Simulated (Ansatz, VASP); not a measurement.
# One calculation of CaO, two programs

```
CELL_PARAMETERS angstrom
0.00000 2.39879 2.39879
2.39879 0.00000 2.39879
2.39879 2.39879 0.00000
ATOMIC_POSITIONS crystal
Ca 0.00000 0.00000 0.00000
O 0.50000 0.50000 0.50000
```

Alike in both runs: task single point; functional HSE06; k mesh 4 × 4 × 4; occupations fermi-dirac, width 0.05 eV; no spin polarisation.

|  | VASP | Ansatz |
| --- | --- | --- |
| version | VASP 6.6.1 | Ansatz 0.2.0 development build |
| potentials or method | VASP PAW PBE potentials, release 64 (Ca_sv, O) | plane waves, PAW datasets (generated soft set 1) |
| plane-wave cutoff (eV) | 520 | 420 |
| valence electrons in the cell | 16 | 16 |

|  | VASP | Ansatz | Ansatz less VASP |
| --- | --- | --- | --- |
| gap on the k mesh at the Fermi level (eV) | 5.29 | 5.31 | +0.016 |

The k mesh is coarse, so the values compare programs but aren't converged.
